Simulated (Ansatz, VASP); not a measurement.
C: VASP beside Ansatz

```
CELL_PARAMETERS angstrom
1.22803 0.70900 3.34701
-1.22803 0.70900 3.34701
0.00000 -1.41801 3.34701
ATOMIC_POSITIONS crystal
C 0.83600 0.83600 0.83600
C 0.16400 0.16400 0.16400
```

Alike in both runs: task single point; functional PBE; k mesh 14 × 14 × 14; occupations fermi-dirac, width 0.05 eV; no spin polarisation.

```csv
,VASP,Ansatz
version,VASP 6.6.1,Ansatz 0.2.0
potentials or method,"VASP PAW PBE potentials, release 64 (C), cutoff 520 eV","all-electron LAPW, scalar-relativistic"
```

Ansatz gave:

- pressure (GPa): 4.3
- traceless stress, the component that is largest in VASP (GPa): -1.13
- rms of the force components (eV/Å): 0.505

Problem. What did VASP give for the same quantities?

Solution. Pressure (GPa): 4.8; traceless stress, the component that is largest in VASP (GPa): -1.75; rms of the force components (eV/Å): 0.502.

Atom by atom the forces differ by 0.003 eV/Å (rms over components). Ansatz ran all-electron here, and VASP with PAW potentials.
